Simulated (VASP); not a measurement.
# Yb (Im-3m) in VASP: a series of runs, part 2 of 2

VASP 6.6.1. Earlier steps stand in the parts before.

## (3) Single point, PBEsol, collinear spin, ferromagnetic start

This run uses another cell than the first one, of 40.63 Å³/atom, 1.020 times its volume.

Input file INCAR:

```
SYSTEM = Yb
PREC     = Accurate       ! precision mode
ENCUT    = 520            ! plane-wave cutoff, eV
EDIFF    = 1E-7           ! SCF threshold, eV
ISMEAR   = -1             ! smearing method
SIGMA    = 0.05           ! smearing width, eV
LREAL    = .FALSE.        ! projectors in reciprocal space
LASPH    = .TRUE.         ! aspherical terms in the spheres
NELM     = 150            ! most SCF steps
ALGO     = Normal         ! electronic algorithm
ISIF     = 2              ! what is computed and relaxed
LWAVE    = .FALSE.        ! write WAVECAR
LCHARG   = .TRUE.         ! write CHGCAR
ISPIN    = 2              ! spin polarisation
MAGMOM   = 1              ! initial moments
LORBIT   = 11             ! projections on sites
LMAXMIX  = 6              ! l up to which the mixer works
GGA      = PS             ! functional
LELF     = .TRUE.         ! ELF
LVHAR    = .TRUE.       
NBANDS   = 22             ! bands
```

Input file KPOINTS:

```
Automatic mesh
0
G
  9 9 9
  0 0 0
```

Input file POSCAR:

```
Yb
1.0
   -2.1657316470      2.1657316470      2.1657316470
    2.1657316470     -2.1657316470      2.1657316470
    2.1657316470      2.1657316470     -2.1657316470
Yb
1
Direct
    0.0000000000      0.0000000000      0.0000000000
```

Potentials or basis: VASP PAW PBE potentials, release 64 (Yb).

Run with:

```console
cat potpaw_PBE.64/Yb/POTCAR > POTCAR
mpirun -np 1 vasp_std > vasp.out
```

OUTCAR:

```text
SYSTEM = Yb
   PREC = Accurate
   ENCUT = 520
   EDIFF = 1E-7
   ISMEAR = -1
   LREAL = .FALSE.
   LASPH = .TRUE.
   NELM = 150
   ISIF = 2
   ISPIN = 2
   LORBIT = 11
   GGA = PS

 ion  position               nearest neighbor table
   1  0.000  0.000  0.000-

  LATTYP: Found a body centered cubic cell.
 ALAT       =     4.3314632940

  Lattice vectors:

 A1 = (  -2.1657316470,   2.1657316470,   2.1657316470)
 A2 = (   2.1657316470,  -2.1657316470,   2.1657316470)
 A3 = (   2.1657316470,   2.1657316470,  -2.1657316470)

Analysis of symmetry for initial positions (statically):
=====================================================================
 Subroutine PRICEL returns:
 Original cell was already a primitive cell.

 Routine SETGRP: Setting up the symmetry group for a
 body centered cubic supercell.

 Subroutine GETGRP returns: Found 48 space group operations
 (whereof 48 operations were pure point group operations)
 out of a pool of 48 trial point group operations.

The static configuration has the point symmetry O_h .

Analysis of symmetry for dynamics (positions and initial velocities):
=====================================================================
 Subroutine PRICEL returns:
 Original cell was already a primitive cell.
[... 185 lines left out ...]
      6       0.6848      0.99972
[... 589 lines left out ...]
     21      14.4718      0.00000
     22      15.7965      0.00000

 [... further k-points ...]

 spin component 2

 k-point     1 :       0.0000    0.0000    0.0000
  band No.  band energies     occupation
      1     -50.7447      1.00000
      2     -22.9856      1.00000
      3     -22.9856      1.00000
      4     -22.9856      1.00000
      5      -3.8041      1.00000
      6       0.6844      0.99972
[... 589 lines left out ...]
     21      14.4718      0.00000
     22      15.7964      0.00000

 [... further k-points ...]
[... 5 lines left out ...]
  --------------------------------------------------------------------------------------
  -------------------------------------------------------------------------------------
  Total       -0.8985340     -0.8985340     -0.8985340     -0.0000000     -0.0000000     -0.0000000
  in kB      -35.4300014    -35.4300014    -35.4300014     -0.0000000     -0.0000000     -0.0000000
  external PRESSURE =     -35.4300014 kB  Pullay stress =       0.0000000 kB

 VOLUME and BASIS-vectors are now :
 -----------------------------------------------------------------------------
  energy-cutoff  :      520.00
  volume of cell :       40.63
      direct lattice vectors                 reciprocal lattice vectors
    -2.165731647  2.165731647  2.165731647     0.000000000  0.230868862  0.230868862
     2.165731647 -2.165731647  2.165731647     0.230868862  0.000000000  0.230868862
     2.165731647  2.165731647 -2.165731647     0.230868862  0.230868862  0.000000000

 POSITION                                       TOTAL-FORCE (eV/Angst)
 -----------------------------------------------------------------------------------
      0.00000      0.00000      0.00000        -0.000000     -0.000000      0.000000
 -----------------------------------------------------------------------------------
    total drift:                               -0.000000     -0.000000     -0.000000

  FREE ENERGIE OF THE ION-ELECTRON SYSTEM (eV)
  ---------------------------------------------------
  free  energy   TOTEN  =        -3.8112271576 eV

  energy  without entropy=       -3.7964585288  energy(sigma->0) =       -3.80384284

 total charge

# of ion       s       p       d       f       tot
--------------------------------------------------
    1        2.213   5.969   0.225  13.641  22.048

 magnetization (x)

# of ion       s       p       d       f       tot
--------------------------------------------------
    1        0.000   0.000   0.000  -0.000  -0.000
```

stdout:

```text
POSCAR found type information on POSCAR Yb
 POSCAR found :  1 types and       1 ions
 scaLAPACK will be used
 -----------------------------------------------------------------------------
|                                                                             |
|                                                                             |
|     You enforced a specific xc type in the INCAR file but a different       |
|     I HOPE YOU KNOW WHAT YOU ARE DOING!                                     |
|                                                                             |
 -----------------------------------------------------------------------------

 LDA part: xc-table for (Slater+PW92), standard interpolation
 POSCAR, INCAR and KPOINTS ok, starting setup
 FFT: planning ... GRIDC
 FFT: planning ... GRID_SOFT
 FFT: planning ... GRID
 WAVECAR not read
 entering main loop
```

It took 8.5 min on 1 thread of Intel Xeon Platinum 8259CL at 2.50GHz (Skylake/Cascade Lake), shared host; peak memory 0.22 GiB.

Results:

| Property | Result |
| --- | --- |
| Free energy | -3.8112 eV |
| Pressure | -3.5 GPa |
| Band gap on the k mesh | zero (filled and empty bands overlap) |
| Net moment | 0.00 μB per cell |
| Valence electrons inside the program's atomic spheres | Yb 22.05 |

Levels at points of the mesh, in eV from the Fermi level:
Spin up:
```
           k point  band 8  band 9  band 10  band 11  band 12  band 13  band 14  band 15  band 16  band 17
(0.00, 0.00, 0.00)   -0.41   -0.30    -0.30    -0.30    -0.28     2.74     2.74     2.74     4.45     4.45
```
Spin down:
| k point | band 10 | band 11 | band 12 | band 13 | band 14 | band 15 |
| --- | --- | --- | --- | --- | --- | --- |
| (0.00, 0.00, 0.00) | -0.30 | -0.30 | -0.28 | 2.74 | 2.74 | 2.74 |

Caveat: the PAW data sets were made with another functional, which shifts forces and pressure a little; spin-orbit coupling is left out, which moves the levels of the heavy elements. The state reached can hang on the start; a lower one may exist.

## (4) Single point, PBEsol, collinear spin, ferromagnetic start

This run uses another cell than the first one, of 41.43 Å³/atom, 1.040 times its volume.

Input file INCAR:

```
SYSTEM = Yb
PREC = Accurate
ENCUT = 520
EDIFF = 1E-6
ISMEAR = -1
SIGMA = 0.05
LREAL = .FALSE.
LASPH = .TRUE.
NELM = 150
ALGO = Normal
ISIF = 2
LWAVE = .FALSE.
LCHARG = .FALSE.
ISPIN = 2
MAGMOM = 1
LORBIT = 11
LMAXMIX = 6
GGA = PS
NBANDS = 22
```

KPOINTS is that of step 3.

Input file POSCAR:

```
Yb
1.0
   -2.1797952336      2.1797952336      2.1797952336
    2.1797952336     -2.1797952336      2.1797952336
    2.1797952336      2.1797952336     -2.1797952336
Yb
1
Direct
    0.0000000000      0.0000000000      0.0000000000
```

Run with:

```console
cat potpaw_PBE.64/Yb/POTCAR > POTCAR
mpirun -np 1 vasp_std > vasp.out
```

Wall time 4 min (1 thread of Intel Xeon Platinum 8259CL at 2.50GHz (Skylake/Cascade Lake), shared host); peak memory 0.22 GiB.

Results (log left out):

```
Free energy                                           : -3.7921 eV
Pressure                                              : -4.1 GPa
Band gap on the k mesh                                : zero (filled and empty bands overlap)
Net moment                                            : 0.00 μB per cell
Valence electrons inside the program's atomic spheres : Yb 22.04
```

Levels at points of the mesh, in eV from the Fermi level:
Spin up:
```csv
k point,band 8,band 9,band 10,band 11,band 12,band 13,band 14,band 15,band 16,band 17
"(0.00, 0.00, 0.00)",-0.41,-0.31,-0.31,-0.31,-0.29,2.71,2.71,2.71,4.40,4.40
```
Spin down:
```
           k point  band 8  band 9  band 10  band 11  band 12  band 13  band 14  band 15  band 16  band 17
(0.00, 0.00, 0.00)   -0.40   -0.30    -0.30    -0.30    -0.28     2.71     2.71     2.71     4.40     4.40
```

Caveat: the PAW data sets were made with another functional, which shifts forces and pressure a little; spin-orbit coupling is left out, which moves the levels of the heavy elements. The state reached can hang on the start; a lower one may exist.

## (5) Summary

| cell | gap on the mesh (eV) | pressure (GPa) | moment (μB) |
| --- | --- | --- | --- |
| a = 3.726 Å, angles 109.5°, 1 atom | none | -4.1 | 0.00 |
| a = 3.751 Å, angles 109.5°, 1 atom | none | -3.5 | 0.00 |
| a = 3.776 Å, angles 109.5°, 1 atom | none | -4.1 | 0.00 |

Alike in all rows: task single point; level PBEsol; potentials or basis VASP PAW PBE potentials, release 64 (Yb); spin collinear, ferromagnetic start; k mesh 9 × 9 × 9; cutoff (eV) 520; smearing fermi-dirac 0.05 eV.

Caveats: the PAW data sets were made with another functional, which shifts forces and pressure a little; spin-orbit coupling is left out, which moves the levels of the heavy elements.

Absolute energies hang on the potentials; compare differences alone.
